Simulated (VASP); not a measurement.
# Sr (Fm-3m) in VASP: notebook, part 2 of 3

VASP 6.6.1. The steps go on from the part before.

## Step 3: Electric field gradients, LDA (volume scaled by 1.01)

INCAR

```
PREC = Accurate
ENCUT = 520
EDIFF = 1E-8
ISMEAR = -1
SIGMA = 0.08
LREAL = False
LASPH = True
NELM = 100
ALGO = Normal
ISIF = 2
LWAVE = False
LCHARG = False
GGA = CA
LEFG = True
NBANDS = 11
```

KPOINTS

```
regular mesh
0
Gamma
  10 10 10
```

POSCAR

```
Sr
1.0
    0.0000000000      3.0524575493      3.0524575493
    3.0524575493      0.0000000000      3.0524575493
    3.0524575493      3.0524575493      0.0000000000
Sr
1
Direct
    0.0000000000      0.0000000000      0.0000000000
```

Potentials or basis: VASP PAW LDA potentials, release 64 (Sr_sv).

Launch:

```console
> cat potpaw_LDA.64/Sr_sv/POTCAR > POTCAR
> mpirun -np 1 vasp_std > vasp.out
```

OUTCAR:

```text
PREC = Accurate
   ENCUT = 520
   EDIFF = 1E-8
   ISMEAR = -1
   LREAL = False
   LASPH = True
   NELM = 100
   ISIF = 2
   GGA = CA

 ion  position               nearest neighbor table
   1  0.000  0.000  0.000-

  LATTYP: Found a face centered cubic cell.
 ALAT       =     6.1049150986

  Lattice vectors:

 A1 = (   0.0000000000,   3.0524575493,   3.0524575493)
 A2 = (   3.0524575493,   0.0000000000,   3.0524575493)
 A3 = (   3.0524575493,   3.0524575493,   0.0000000000)

Analysis of symmetry for initial positions (statically):
=====================================================================
 Subroutine PRICEL returns:
 Original cell was already a primitive cell.

 Routine SETGRP: Setting up the symmetry group for a
 face centered cubic supercell.

 Subroutine GETGRP returns: Found 48 space group operations
 (whereof 48 operations were pure point group operations)
 out of a pool of 48 trial point group operations.

The static configuration has the point symmetry O_h .

Analysis of symmetry for dynamics (positions and initial velocities):
=====================================================================
 Subroutine PRICEL returns:
 Original cell was already a primitive cell.

 Routine SETGRP: Setting up the symmetry group for a
 face centered cubic supercell.

 Subroutine GETGRP returns: Found 48 space group operations
 (whereof 48 operations were pure point group operations)
 out of a pool of 48 trial point group operations.

The dynamic configuration has the point symmetry O_h .

 Subroutine INISYM returns: Found 48 space group operations
 (whereof 48 operations are pure point group operations),
 and found     1 'primitive' translations

----------------------------------------------------------------------------------------

                                     Primitive cell

  volume of cell :      56.8825

  direct lattice vectors                    reciprocal lattice vectors
     0.000000000  3.052457549  3.052457549    -0.163802442  0.163802442  0.163802442
     3.052457549  0.000000000  3.052457549     0.163802442 -0.163802442  0.163802442
     3.052457549  3.052457549  0.000000000     0.163802442  0.163802442 -0.163802442

  length of vectors
     4.316826865  4.316826865  4.316826865     0.283714152  0.283714152  0.283714152

  position of ions in fractional coordinates (direct lattice)
     0.000000000  0.000000000  0.000000000

  ion indices of the primitive-cell ions
   primitive index   ion index
                 1           1

----------------------------------------------------------------------------------------

 KPOINTS: regular mesh

Automatic generation of k-mesh.
 Grid dimensions read from file:
 generate k-points for:   10   10   10

 Generating k-lattice:
[... 68 lines left out ...]
   ISIF   =      2    stress and relaxation
   ISYM   =      2    0-nonsym 1-usesym 2-fastsym
   POTIM  = 0.5000    time-step for ionic-motion
   TEBEG  =    0.0;   TEEND  =   0.0 temperature during run
   PSTRESS=    0.0 pullay stress
   NELECT =      10.0000    total number of electrons
   NUPDOWN=      -1.0000    fix difference up-down
   EMIN   =  10.00;   EMAX   =-10.00  energy-range for DOS
   EFERMI =   0.00;   METHOD = LEGACY
   ISMEAR =    -1;   SIGMA  =   0.08  broadening in eV -4-tet -1-fermi 0-gaus
   EFERMI_NEDOS =   21; number of points for ismear=-14 and -15
   IALGO  =     38    algorithm
   IMIX   =      4    mixing-type and parameters
     AMIX     =   0.40;   BMIX     =  1.00
     AMIX_MAG =   1.60;   BMIX_MAG =  1.00
  volume/ion in A,a.u.               =      56.88       383.86
  Fermi-wavevector in a.u.,A,eV,Ry     =   0.917097  1.733062 11.443406  0.841067
  Thomas-Fermi vector in A             =   2.042027
   LORBIT       =      0    0 simple, 1 ext, 2 COOP (PROOUT), +10 PAW based schemes
   GGA     = CA    functional components
   LHFCALC =     F    Hartree Fock is set to
   AEXX    =    0.0000 exact exchange contribution
   IVDW    =     0    specifies the selected vdW correction
   LEPSILON=     F    determine dielectric tensor
   LRPA    =     F    only Hartree local field effects (RPA)
 non-spin polarized calculation
  energy-cutoff  :      520.00
  volume of cell :       56.88
 maximum number of plane-waves:      1550
   NGX = 17   NGY = 17   NGZ = 17

 number of electron      10.0000000 magnetization

 Free energy of the ion-electron system (eV)
  ---------------------------------------------------
  ext. energy  EPLUGINS =         0.00000000
  ---------------------------------------------------
  free energy    TOTEN  =        -1.86245625 eV

  energy without entropy =       -1.83420548  energy(sigma->0) =       -1.84833087

 E-fermi :   1.3106     XC(G=0):  -7.4524

 val. band max:        1.2911382018   @ k =  -0.3000   0.5000   0.2000
 cond. band min:       1.3171170496   @ k =  -0.3000   0.4000   0.1000
 fundamental gap:      0.0259788478
 Fermi energy:         1.3106055803

 k-point     1 :       0.0000    0.0000    0.0000
  band No.  band energies     occupation
      1     -35.2196      2.00000
      2     -17.2081      2.00000
      3     -17.2081      2.00000
      4     -17.2081      2.00000
      5      -2.3019      2.00000
      6       3.5088      0.00000
      7       3.5088      0.00000
      8       3.5088      0.00000
      9       4.9064      0.00000
     10       4.9064      0.00000
     11       8.3819      0.00000
[... 309 lines left out ...]
 k-point    24 :       0.4000    0.3000    0.0000
  band No.  band energies     occupation
      1     -35.2065      2.00000
      2     -17.3440      2.00000
      3     -17.2639      2.00000
      4     -17.2584      2.00000
      5      -0.0638      2.00000
      6       1.8953      0.00134
      7       2.5935      0.00000
      8       4.6161      0.00000
      9       4.9539      0.00000
     10       5.8194      0.00000
     11       7.3696      0.00000

 [... further k-points ...]

------------------------ aborting loop because EDIFF is reached ----------------------------------------

  FORCE on cell =-STRESS in cart. coord.  units (eV):
  Direction    XX          YY          ZZ          XY          YZ          ZX
  --------------------------------------------------------------------------------------
  -------------------------------------------------------------------------------------
  Total       -0.5820573     -0.5820573     -0.5820573      0.0000000      0.0000000      0.0000000
  in kB      -16.3944713    -16.3944713    -16.3944713      0.0000000      0.0000000      0.0000000
  external PRESSURE =     -16.3944713 kB  Pullay stress =       0.0000000 kB

 VOLUME and BASIS-vectors are now :
 -----------------------------------------------------------------------------
  energy-cutoff  :      520.00
  volume of cell :       56.88
      direct lattice vectors                 reciprocal lattice vectors
     0.000000000  3.052457549  3.052457549    -0.163802442  0.163802442  0.163802442
     3.052457549  0.000000000  3.052457549     0.163802442 -0.163802442  0.163802442
     3.052457549  3.052457549  0.000000000     0.163802442  0.163802442 -0.163802442

 POSITION                                       TOTAL-FORCE (eV/Angst)
 -----------------------------------------------------------------------------------
      0.00000      0.00000      0.00000         0.000000      0.000000      0.000000
 -----------------------------------------------------------------------------------
    total drift:                                0.000000      0.000000      0.000000

  FREE ENERGIE OF THE ION-ELECTRON SYSTEM (eV)
  ---------------------------------------------------
  free  energy   TOTEN  =        -1.8624562497 eV

  energy  without entropy=       -1.8342054837  energy(sigma->0) =       -1.84833087

 Electric field gradients (V/A^2)
---------------------------------------------------------------------
 ion       V_xx      V_yy      V_zz      V_xy      V_xz      V_yz
---------------------------------------------------------------------
   1      -0.000     0.000     0.000    -0.000    -0.000    -0.000
---------------------------------------------------------------------

 Electric field gradients after diagonalization (V/A^2)
 (convention: |V_zz| > |V_xx| > |V_yy|)
----------------------------------------------------------------------
 ion       V_xx      V_yy      V_zz     asymmetry (V_yy - V_xx)/ V_zz
----------------------------------------------------------------------
   1       0.000     0.000    -0.000       0.000
----------------------------------------------------------------------

           NMR quadrupolar parameters

 Cq : quadrupolar parameter    Cq=e*Q*V_zz/h
 eta: asymmetry parameters     (V_yy - V_xx)/ V_zz
 Q  : nuclear electric quadrupole moment in mb (millibarn)
----------------------------------------------------------------------
 ion       Cq(MHz)       eta       Q (mb)
----------------------------------------------------------------------
   1      -0.000       0.000       1.000
----------------------------------------------------------------------
```

stdout:

```text
POSCAR found type information on POSCAR Sr
 POSCAR found :  1 types and       1 ions
 scaLAPACK will be used
 LDA part: xc-table for (Slater(with rela. corr.)+CA(PZ))
 , standard interpolation
 POSCAR, INCAR and KPOINTS ok, starting setup
 FFT: planning ... GRIDC
 FFT: planning ... GRID_SOFT
 FFT: planning ... GRID
 WAVECAR not read
 entering main loop
ion   1
```

Wall time 12 s (1 thread of Intel Xeon Platinum 8375C at 2.90GHz (Ice Lake), shared host); peak memory 0.16 GiB.

What came out:

```yaml
Free_energy: -1.8625 eV
Pressure: -1.6 GPa
Band_gap_on_the_k_mesh: zero (band 5 reaches 1.37 eV, above the bottom of band 6 at 1.33 eV)
```

Levels at points of the mesh, in eV from the Fermi level:
| k point | band 1 | band 2 | band 3 | band 4 | band 5 | band 6 | band 7 | band 8 | band 9 | band 10 |
| --- | --- | --- | --- | --- | --- | --- | --- | --- | --- | --- |
| (0.00, 0.00, 0.00) | -36.53 | -18.52 | -18.52 | -18.52 | -3.61 | 2.20 | 2.20 | 2.20 | 3.60 | 3.60 |
| (0.50, 0.00, 0.00) | -36.52 | -18.70 | -18.54 | -18.54 | -1.16 | 0.09 | 2.06 | 2.06 | 4.60 | 4.60 |
| (0.50, 0.50, 0.00) | -36.51 | -18.69 | -18.58 | -18.58 | -0.63 | 0.31 | 1.02 | 4.60 | 4.89 | 4.89 |

Caveat: without QUAD_EFG the Cq values of the log hold for a quadrupole moment of 1 mb, not for the nuclei.

## Step 4: Electric field gradients, LDA (volume scaled by 1.01)

INCAR

```
SYSTEM = Sr
PREC = Accurate ; ENCUT = 520
EDIFF = 1E-8 ; ISMEAR = -1
SIGMA = 0.08 ; LREAL = .FALSE.
LASPH = .TRUE. ; NELM = 60
ALGO = Normal ; ISIF = 2
LWAVE = .FALSE. ; LCHARG = .FALSE.
GGA = CA ; LEFG = .TRUE.
NBANDS = 11
```

KPOINTS

```
Automatic mesh
0
G
  10 10 10
  0 0 0
```

POSCAR is that of step 3.

Potentials or basis: VASP PAW LDA potentials, release 64 (Sr_sv).

Launch:

```console
> cat potpaw_LDA.64/Sr_sv/POTCAR > POTCAR
> mpirun -np 1 vasp_std > vasp.out
```

OUTCAR:

```text
SYSTEM = Sr
   PREC = Accurate
   ENCUT = 520
   EDIFF = 1E-8
   ISMEAR = -1
   LREAL = .FALSE.
   LASPH = .TRUE.
   NELM = 60
   ISIF = 2
   GGA = CA

 ion  position               nearest neighbor table
   1  0.000  0.000  0.000-

  LATTYP: Found a face centered cubic cell.
 ALAT       =     6.1049150986

  Lattice vectors:

 A1 = (   0.0000000000,   3.0524575493,   3.0524575493)
 A2 = (   3.0524575493,   0.0000000000,   3.0524575493)
 A3 = (   3.0524575493,   3.0524575493,   0.0000000000)

Analysis of symmetry for initial positions (statically):
=====================================================================
 Subroutine PRICEL returns:
 Original cell was already a primitive cell.

 Routine SETGRP: Setting up the symmetry group for a
 face centered cubic supercell.

[... 516 lines left out ...]
  external PRESSURE =     -16.3944713 kB  Pullay stress =       0.0000000 kB

 VOLUME and BASIS-vectors are now :
 -----------------------------------------------------------------------------
  energy-cutoff  :      520.00
  volume of cell :       56.88
      direct lattice vectors                 reciprocal lattice vectors
     0.000000000  3.052457549  3.052457549    -0.163802442  0.163802442  0.163802442
     3.052457549  0.000000000  3.052457549     0.163802442 -0.163802442  0.163802442
     3.052457549  3.052457549  0.000000000     0.163802442  0.163802442 -0.163802442

 POSITION                                       TOTAL-FORCE (eV/Angst)
 -----------------------------------------------------------------------------------
      0.00000      0.00000      0.00000         0.000000      0.000000      0.000000
 -----------------------------------------------------------------------------------
    total drift:                                0.000000      0.000000      0.000000

  FREE ENERGIE OF THE ION-ELECTRON SYSTEM (eV)
  ---------------------------------------------------
  free  energy   TOTEN  =        -1.8624562497 eV

  energy  without entropy=       -1.8342054837  energy(sigma->0) =       -1.84833087

 Electric field gradients (V/A^2)
---------------------------------------------------------------------
 ion       V_xx      V_yy      V_zz      V_xy      V_xz      V_yz
---------------------------------------------------------------------
   1      -0.000     0.000     0.000    -0.000    -0.000    -0.000
---------------------------------------------------------------------

 Electric field gradients after diagonalization (V/A^2)
 (convention: |V_zz| > |V_xx| > |V_yy|)
----------------------------------------------------------------------
 ion       V_xx      V_yy      V_zz     asymmetry (V_yy - V_xx)/ V_zz
----------------------------------------------------------------------
   1       0.000     0.000    -0.000       0.000
----------------------------------------------------------------------

           NMR quadrupolar parameters

 Cq : quadrupolar parameter    Cq=e*Q*V_zz/h
 eta: asymmetry parameters     (V_yy - V_xx)/ V_zz
 Q  : nuclear electric quadrupole moment in mb (millibarn)
----------------------------------------------------------------------
 ion       Cq(MHz)       eta       Q (mb)
----------------------------------------------------------------------
   1      -0.000       0.000       1.000
----------------------------------------------------------------------
```

OSZICAR:

```text
N       E                     dE             d eps       ncg     rms          rms(c)
DAV:   1     0.380833085823E+02    0.38083E+02   -0.47234E+03  1034   0.787E+02
DAV:   2    -0.821627328186E-01   -0.38165E+02   -0.37537E+02  1210   0.157E+02
DAV:   3    -0.178122517929E+01   -0.16991E+01   -0.16816E+01  1531   0.245E+01
DAV:   4    -0.186282747635E+01   -0.81602E-01   -0.81404E-01  1373   0.510E+00
DAV:   5    -0.186433800815E+01   -0.15105E-02   -0.15104E-02  1470   0.521E-01    0.109E+01
DAV:   6    -0.186335125695E+01    0.98675E-03   -0.63593E-03  1226   0.957E-01    0.611E+00
DAV:   7    -0.186250260172E+01    0.84866E-03   -0.10487E-02  1127   0.119E+00    0.283E-01
DAV:   8    -0.186243476843E+01    0.67833E-04   -0.15060E-03  1641   0.215E-01    0.610E-02
DAV:   9    -0.186244966755E+01   -0.14899E-04   -0.12400E-05  1219   0.305E-02    0.298E-02
DAV:  10    -0.186245592420E+01   -0.62567E-05   -0.55439E-06  1389   0.221E-02    0.104E-02
DAV:  11    -0.186245627062E+01   -0.34642E-06   -0.54864E-07  1255   0.712E-03    0.932E-03
DAV:  12    -0.186245625247E+01    0.18143E-07   -0.70740E-08  1785   0.230E-03    0.329E-03
DAV:  13    -0.186245624968E+01    0.27916E-08   -0.44456E-09   699   0.697E-04
   1 F= -.18624562E+01 E0= -.18483309E+01  d E =-.282508E-01
```

stdout:

```text
POSCAR found type information on POSCAR Sr
 POSCAR found :  1 types and       1 ions
 scaLAPACK will be used
 LDA part: xc-table for (Slater(with rela. corr.)+CA(PZ))
 , standard interpolation
 POSCAR, INCAR and KPOINTS ok, starting setup
 FFT: planning ... GRIDC
 FFT: planning ... GRID_SOFT
 FFT: planning ... GRID
 WAVECAR not read
 entering main loop
ion   1
```

Wall time 12 s (1 thread of Intel Xeon Platinum 8375C at 2.90GHz (Ice Lake), shared host); peak memory 0.17 GiB.

What came out:

| Property | Result |
| --- | --- |
| Free energy | -1.8625 eV |
| Pressure | -1.6 GPa |
| Band gap on the k mesh | zero (band 5 reaches 1.37 eV, above the bottom of band 6 at 1.33 eV) |

Levels at points of the mesh, in eV from the Fermi level:
```
           k point  band 3  band 4  band 5  band 6  band 7  band 8
(0.00, 0.00, 0.00)  -18.52  -18.52   -3.61    2.20    2.20    2.20
(0.50, 0.00, 0.00)  -18.54  -18.54   -1.16    0.09    2.06    2.06
(0.50, 0.50, 0.00)  -18.58  -18.58   -0.63    0.31    1.02    4.60
```

Caveat: without QUAD_EFG the Cq values of the log hold for a quadrupole moment of 1 mb, not for the nuclei.

[end of part 2 of 3]
